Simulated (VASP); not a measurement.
# Ge (Cmcm) in VASP: a series of runs, part 2 of 2

VASP 6.6.1. The steps go on from the part before.

### Step 3. Single point, PBE+D3(BJ)

This run uses another cell than the first one, of the same volume but with other edges.

Contents of INCAR:

```
SYSTEM = Ge
  ALGO = Normal
  EDIFF = 1E-6
  ENCUT = 520
  GGA = PE
  ISIF = 2
  ISMEAR = 0
  IVDW = 12
  LASPH = .TRUE.
  LCHARG = .TRUE.
  LELF = .TRUE.
  LREAL = .FALSE.
  LVHAR = .TRUE.
  LWAVE = .FALSE.
  NBANDS = 21
  NELM = 100
  PREC = Accurate
  SIGMA = 0.15
```

Contents of KPOINTS:

```
k-points
0
G
  20 20 12
  0 0 0
```

Contents of POSCAR:

```
Ge
1.0
    1.5708886528     -2.7391286946      0.0000000000
    1.5708886528      2.7391286946      0.0000000000
    0.0000000000      0.0000000000      4.2421526066
Ge
2
Direct
    0.6665533700      0.3334466300      0.2500000000
    0.3334466300      0.6665533700      0.7500000000
```

Potentials or basis: VASP PAW PBE potentials, release 64 (Ge_d).

On the command line:

```bash
$ cat potpaw_PBE.64/Ge_d/POTCAR > POTCAR
$ mpirun -np 1 vasp_std > vasp.out
```

OUTCAR:

```text
SYSTEM = Ge
   EDIFF = 1E-6
   ENCUT = 520
   GGA = PE
   ISIF = 2
   ISMEAR = 0
   IVDW = 12
   LASPH = .TRUE.
   LREAL = .FALSE.
   NELM = 100
   PREC = Accurate
 IVDW          = 12

 ion  position               nearest neighbor table
   1  0.667  0.333  0.250-   2 2.79   2 2.79   2 2.79   2 2.79   2 2.80   2 2.80
   2  0.333  0.667  0.750-   1 2.79   1 2.79   1 2.79   1 2.79   1 2.80   1 2.80

  LATTYP: Found a base centered orthorhombic cell.
 ALAT       =     3.1417773056
 B/A-ratio  =     1.7436809985
 C/A-ratio  =     1.3502397509

  Lattice vectors:

 A1 = (   1.5708886528,  -2.7391286946,   0.0000000000)
 A2 = (   1.5708886528,   2.7391286946,   0.0000000000)
 A3 = (   0.0000000000,   0.0000000000,   4.2421526066)

Analysis of symmetry for initial positions (statically):
=====================================================================
 Subroutine PRICEL returns:
 Original cell was already a primitive cell.

 Routine SETGRP: Setting up the symmetry group for a
 base centered orthorhombic supercell.

 Subroutine GETGRP returns: Found  8 space group operations
 (whereof  4 operations were pure point group operations)
 out of a pool of  8 trial point group operations.

The static configuration has the point symmetry C_2h.
 The point group associated with its full space group is D_2h.

Analysis of symmetry for dynamics (positions and initial velocities):
=====================================================================
 Subroutine PRICEL returns:
 Original cell was already a primitive cell.

 Routine SETGRP: Setting up the symmetry group for a
 base centered orthorhombic supercell.

 Subroutine GETGRP returns: Found  8 space group operations
 (whereof  4 operations were pure point group operations)
 out of a pool of  8 trial point group operations.

The dynamic configuration has the point symmetry C_2h.
 The point group associated with its full space group is D_2h.

 Subroutine INISYM returns: Found  8 space group operations
 (whereof  4 operations are pure point group operations),
 and found     1 'primitive' translations

----------------------------------------------------------------------------------------

                                     Primitive cell

  volume of cell :      36.5068

  direct lattice vectors                    reciprocal lattice vectors
     1.570888653 -2.739128695  0.000000000     0.318291178 -0.182539799  0.000000000
     1.570888653  2.739128695  0.000000000     0.318291178  0.182539799  0.000000000
     0.000000000  0.000000000  4.242152607     0.000000000  0.000000000  0.235729379

  length of vectors
     3.157612574  3.157612574  4.242152607     0.366919681  0.366919681  0.235729379

  position of ions in fractional coordinates (direct lattice)
     0.666553370  0.333446630  0.250000000
     0.333446630  0.666553370  0.750000000

  ion indices of the primitive-cell ions
   primitive index   ion index
                 1           1
                 2           2

----------------------------------------------------------------------------------------

 KPOINTS: k-points

Automatic generation of k-mesh.
 Grid dimensions read from file:
 generate k-points for:   20   20   12

 Generating k-lattice:

  Cartesian coordinates                     Fractional coordinates (reciprocal lattice)
     0.015914559 -0.009126990  0.000000000     0.050000000  0.000000000  0.000000000
     0.015914559  0.009126990  0.000000000     0.000000000  0.050000000  0.000000000
     0.000000000  0.000000000  0.019644115     0.000000000  0.000000000  0.083333333

  Length of vectors
     0.018345984  0.018345984  0.019644115

  Shift w.r.t. Gamma in fractional coordinates (k-lattice)
     0.000000000  0.000000000  0.000000000

 Subroutine IBZKPT returns following result:
 ===========================================

 Found    777 irreducible k-points:

 Following reciprocal coordinates:
            Coordinates               Weight
  0.000000  0.000000  0.000000      1.000000
  0.050000  0.000000  0.000000      4.000000
  0.100000 -0.000000  0.000000      4.000000
  0.150000  0.000000  0.000000      4.000000
  0.200000 -0.000000  0.000000      4.000000
  0.250000  0.000000  0.000000      4.000000
[... 16 lines left out ...]
 -0.400000  0.050000  0.000000      4.000000
 -0.350000  0.050000  0.000000      4.000000
 [... further k-points ...]
   k-points           NKPTS =    777   k-points in BZ     NKDIM =    777   number of bands    NBANDS=     21
   number of dos      NEDOS =    301   number of ions     NIONS =      2
   total plane-waves  NPLWV =  18432
   dimension x,y,z NGX =    24 NGY =   24 NGZ =   32
   dimension x,y,z NGXF=    48 NGYF=   48 NGZF=   64
   ions per type =               2
   NGX,Y,Z   is equivalent  to a cutoff of  12.64, 12.64, 12.54 a.u.
   NGXF,Y,Z  is equivalent  to a cutoff of  25.27, 25.27, 25.08 a.u.
 SYSTEM =  Ge
   PREC   = accura    normal or accurate (medium, high low for compatibility)
   ISTART =      0    job   : 0-new  1-cont  2-samecut
   ICHARG =      2    charge: 1-file 2-atom 10-const
   ISPIN  =      1    spin polarized calculation?
   LNONCOLLINEAR =      F non collinear calculations
   LSORBIT =      F    spin-orbit coupling
   LASPH  =      T    aspherical Exc in radial PAW
   ENCUT  =  520.0 eV  38.22 Ry    6.18 a.u.   5.87  5.87  7.89*2*pi/ulx,y,z
   NELM   =    100;   NELMIN=  2; NELMDL= -5     # of ELM steps
   EDIFF  = 0.1E-05   stopping-criterion for ELM
   LREAL  =      F    real-space projection
   EDIFFG = 0.1E-04   stopping-criterion for IOM
   NSW    =      0    number of steps for IOM
   IBRION =     -1    ionic relax: 0-MD 1-quasi-New 2-CG
   NFREE  =      0    steps in history (QN), initial steepest desc. (CG)
   ISIF   =      2    stress and relaxation
   ISYM   =      2    0-nonsym 1-usesym 2-fastsym
   POTIM  = 0.5000    time-step for ionic-motion
   TEBEG  =    0.0;   TEEND  =   0.0 temperature during run
   PSTRESS=    0.0 pullay stress
   NELECT =      28.0000    total number of electrons
   NUPDOWN=      -1.0000    fix difference up-down
   EMIN   =  10.00;   EMAX   =-10.00  energy-range for DOS
   EFERMI =   0.00;   METHOD = LEGACY
   ISMEAR =     0;   SIGMA  =   0.15  broadening in eV -4-tet -1-fermi 0-gaus
   EFERMI_NEDOS =   21; number of points for ismear=-14 and -15
   IALGO  =     38    algorithm
   IMIX   =      4    mixing-type and parameters
     AMIX     =   0.40;   BMIX     =  1.00
     AMIX_MAG =   1.60;   BMIX_MAG =  1.00
  volume/ion in A,a.u.               =      18.25       123.18
  Fermi-wavevector in a.u.,A,eV,Ry     =   1.498544  2.831837 30.553703  2.245634
  Thomas-Fermi vector in A             =   2.610289
   LORBIT       =      0    0 simple, 1 ext, 2 COOP (PROOUT), +10 PAW based schemes
   GGA     = PE    functional components
   LHFCALC =     F    Hartree Fock is set to
   AEXX    =    0.0000 exact exchange contribution
   IVDW    =    12    specifies the selected vdW correction
   LEPSILON=     F    determine dielectric tensor
   LRPA    =     F    only Hartree local field effects (RPA)
 non-spin polarized calculation
 Gauss-broadening in eV      SIGMA  =   0.15
  energy-cutoff  :      520.00
  volume of cell :       36.51
 maximum number of plane-waves:      1008
   NGX = 11   NGY = 11   NGZ = 15

 number of electron      28.0000002 magnetization

 Free energy of the ion-electron system (eV)
  ---------------------------------------------------
  ext. energy  EPLUGINS =         0.00000000
  ---------------------------------------------------
  free energy    TOTEN  =        -8.24383835 eV

  energy without entropy =       -8.23301779  energy(sigma->0) =       -8.23842807

 E-fermi :   7.1646     XC(G=0): -11.4460

 val. band max:        7.1646039762   @ k =   0.4000   0.3500   0.0000
 cond. band min:       7.1692076030   @ k =  -0.3500   0.2500   0.3333
 fundamental gap:      0.0046036268
 Fermi energy:         7.1646278999

 k-point     1 :       0.0000    0.0000    0.0000
  band No.  band energies     occupation
      1     -17.6284      2.00000
      2     -17.6280      2.00000
      3     -17.6277      2.00000
      4     -17.6120      2.00000
      5     -17.6093      2.00000
      6     -17.5985      2.00000
[... 550 lines left out ...]
      5     -17.5754      2.00000
      6     -17.5554      2.00000
[... 13 lines left out ...]
     20      17.9777      0.00000
     21      20.8387      0.00000

 [... further k-points ...]

------------------------ aborting loop because EDIFF is reached ----------------------------------------

 Edisp (eV)   -0.72603

 E8    (eV) :    -0.3209

  FORCE on cell =-STRESS in cart. coord.  units (eV):
  Direction    XX          YY          ZZ          XY          YZ          ZX
  --------------------------------------------------------------------------------------
  -------------------------------------------------------------------------------------
  Total       0.27929     0.26587     1.18777     0.00000     0.00000     0.00000
  in kB      12.25732    11.66835    52.12772     0.00000     0.00000     0.00000
  external pressure =       25.35 kB  Pullay stress =        0.00 kB

 VOLUME and BASIS-vectors are now :
 -----------------------------------------------------------------------------
  energy-cutoff  :      520.00
  volume of cell :       36.51
      direct lattice vectors                 reciprocal lattice vectors
     1.570888653 -2.739128695  0.000000000     0.318291178 -0.182539799  0.000000000
     1.570888653  2.739128695  0.000000000     0.318291178  0.182539799  0.000000000
     0.000000000  0.000000000  4.242152607     0.000000000  0.000000000  0.235729379

 POSITION                                       TOTAL-FORCE (eV/Angst)
 -----------------------------------------------------------------------------------
      1.57089     -0.91242      1.06054         0.000000      0.010560     -0.000000
      1.57089      0.91242      3.18161         0.000000     -0.010560      0.000000
 -----------------------------------------------------------------------------------
    total drift:                               -0.000000     -0.000000      0.000000

  FREE ENERGIE OF THE ION-ELECTRON SYSTEM (eV)
  ---------------------------------------------------
  free  energy   TOTEN  =        -8.9698712308 eV

  energy  without entropy=       -8.9590506707  energy(sigma->0) =       -8.96446095
```

stdout:

```text
POSCAR found type information on POSCAR Ge
 POSCAR found :  1 types and       2 ions
 scaLAPACK will be used
 LDA part: xc-table for (Slater+PW92), standard interpolation
 POSCAR, INCAR and KPOINTS ok, starting setup
 FFT: planning ... GRIDC
 FFT: planning ... GRID_SOFT
 FFT: planning ... GRID
 WAVECAR not read
 entering main loop
```

Wall time 4.3 min (1 thread of Intel Xeon Platinum 8375C at 2.90GHz (Ice Lake), shared host); peak memory 0.54 GiB.

Results:

```
Free energy                : -8.9699 eV
Pressure                   : 2.5 GPa
Largest force              : 0.011 eV/Å
Band gap on the k mesh     : zero (band 14 reaches 12.63 eV, above the bottom of band 15 at 4.01 eV)
Dispersion energy per atom : -0.363 eV
```

Forces on the atoms (eV/Å):
```
Ge   0.000  0.011  0.000
Ge   0.000 -0.011  0.000
```

Caveat: pairwise dispersion overbinds metals, which lowers pressure and volume.

### Step 4. Single point, PBE+D3(BJ)

This run uses another cell than the first one, of the same volume but with other edges.

Contents of INCAR:

```
PREC = Accurate
ENCUT = 520
EDIFF = 1E-6
ISMEAR = 0
SIGMA = 0.15
LREAL = False
LASPH = True
NELM = 100
ALGO = Normal
ISIF = 2
LWAVE = False
LCHARG = False
GGA = PE
IVDW = 12
NBANDS = 21
```

Contents of KPOINTS:

```
Automatic mesh
0
Gamma
  20 20 12
```

Contents of POSCAR:

```
Ge
1.0
    1.4415204776     -2.5135518656      0.0000000000
    1.4415204776      2.5135518656      0.0000000000
    0.0000000000      0.0000000000      5.0377366484
Ge
2
Direct
    0.6665533700      0.3334466300      0.2500000000
    0.3334466300      0.6665533700      0.7500000000
```

On the command line:

```bash
$ cat potpaw_PBE.64/Ge_d/POTCAR > POTCAR
$ mpirun -np 1 vasp_std > vasp.out
```

Wall time 4.2 min (1 thread of Intel Xeon Platinum 8375C at 2.90GHz (Ice Lake), shared host); peak memory 0.54 GiB.

It converged, with:

```yaml
Free_energy: -9.0715 eV
Pressure: 1.3 GPa
Band_gap_on_the_k_mesh: zero (band 14 reaches 15.06 eV, above the bottom of band 15 at 4.35 eV)
Dispersion_energy_per_atom: -0.362 eV
```

Stress tensor (GPa, compression positive):
```
 2.26  0.00  0.00
 0.00  1.94  0.00
 0.00  0.00 -0.34
```

Levels at points of the mesh, in eV from the Fermi level:
| k point | band 10 | band 11 | band 12 | band 13 | band 14 | band 15 | band 16 | band 17 | band 18 | band 19 |
| --- | --- | --- | --- | --- | --- | --- | --- | --- | --- | --- |
| (0.00, 0.00, 0.00) | -24.67 | -13.48 | -8.75 | -5.94 | 7.89 | 8.02 | 8.03 | 9.60 | 9.72 | 12.48 |
| (0.50, 0.00, 0.00) | -24.64 | -8.06 | -6.92 | -3.03 | -2.25 | -0.87 | 1.30 | 3.32 | 7.09 | 7.25 |
| (0.50, 0.50, 0.00) | -24.65 | -8.14 | -6.97 | -3.08 | -2.28 | -0.94 | 1.26 | 3.49 | 7.25 | 7.41 |
| (0.00, 0.00, 0.50) | -24.69 | -12.03 | -12.03 | 0.22 | 0.22 | 8.80 | 8.80 | 8.92 | 8.92 | 13.94 |
| (0.50, 0.00, 0.50) | -24.65 | -6.83 | -6.83 | -5.03 | -5.03 | 4.24 | 4.24 | 4.71 | 4.71 | 8.66 |
| (0.50, 0.50, 0.50) | -24.65 | -6.91 | -6.91 | -5.06 | -5.06 | 4.21 | 4.21 | 4.87 | 4.87 | 8.61 |

Caveat: pairwise dispersion overbinds metals, which lowers pressure and volume.

### Step 5. Overview

```csv
cell,gap on the mesh (eV),pressure (GPa)
"a = 2.815, b = 2.815, c = 5.339 Å, angles 90.0, 90.0, 120.3°, 2 atoms",none,2.4
"a = 3.158, b = 3.158, c = 4.242 Å, angles 90.0, 90.0, 120.3°, 2 atoms",none,2.5
"a = 2.898, b = 2.898, c = 5.038 Å, angles 90.0, 90.0, 120.3°, 2 atoms",none,1.3
```

Alike in all rows: task single point; level PBE+D3(BJ); potentials or basis VASP PAW PBE potentials, release 64 (Ge_d); no spin polarisation; k mesh 20 × 20 × 12; cutoff (eV) 520; smearing gaussian 0.15 eV.

Caveats: pairwise dispersion overbinds metals, which lowers pressure and volume.

Total energies depend on the potentials used, so only differences within one code and one set of settings carry meaning.
